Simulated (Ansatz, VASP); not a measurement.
**Ni: VASP beside Ansatz**

INCAR

```
PREC = Accurate
ENCUT = 520
EDIFF = 1E-6
ISMEAR = -1
SIGMA = 0.1
LREAL = False
LASPH = True
NELM = 80
ALGO = Normal
ISIF = 2
LWAVE = False
LCHARG = False
GGA = B5
ALDAX = 1.0
AGGAX = 1.0
AGGAC = 1.0
ALDAC = 0.0
NBANDS = 11
```

The input KPOINTS:

```
Automatic mesh
0
Gamma
  17 17 17
```

Contents of POSCAR:

```
Ni
1.0
   -1.4401760391      1.4401760391      1.4401760391
    1.4401760391     -1.4401760391      1.4401760391
    1.4401760391      1.4401760391     -1.4401760391
Ni
1
Direct
    0.0000000000      0.0000000000      0.0000000000
```

Input for Ansatz:

```yaml
crystal:
  lattice:
    - [-1.4401760391, 1.4401760391, 1.4401760391]
    - [1.4401760391, -1.4401760391, 1.4401760391]
    - [1.4401760391, 1.4401760391, -1.4401760391]
  atoms:
    - { symbol: Ni, position: [0.0, 0.0, 0.0] }
hamiltonian:
  xc: blyp
  pseudopotentials:
    kind: paw
    azcp:
      Ni: "pseudopotentials/Ni.paw.azcp"
basis:
  ecutwfc: 420
  fft_grid_basis: typed
kpoints:
  mp_grid: { grid: [17, 17, 17], shift: [0, 0, 0] }
magnetization:
  spin_polarized: false
scf:
  occupations: { method: fermi_dirac, width: 0.1 }
  lower_state_search: "off"
output:
  stress: true
```

Alike in both runs: task single point; functional BLYP; k mesh 17 × 17 × 17; occupations fermi-dirac, width 0.1 eV; no spin polarisation.

|  | VASP | Ansatz |
| --- | --- | --- |
| version | VASP 6.6.1 | Ansatz 0.2.0 |
| potentials or method | VASP PAW PBE potentials, release 64 (Ni), cutoff 520 eV | plane waves (420 eV) with PAW, scalar-relativistic |
| valence electrons in the cell | 10 | 18 |

```tsv
	VASP	Ansatz	Ansatz less VASP
pressure (GPa)	-5.7	-6.0	-0.22
```

VASP's potentials were made for PBE, not for BLYP. VASP's potentials hold 10 valence electrons a cell and Ansatz's 18, so a difference there can come from the potentials and not from the codes.
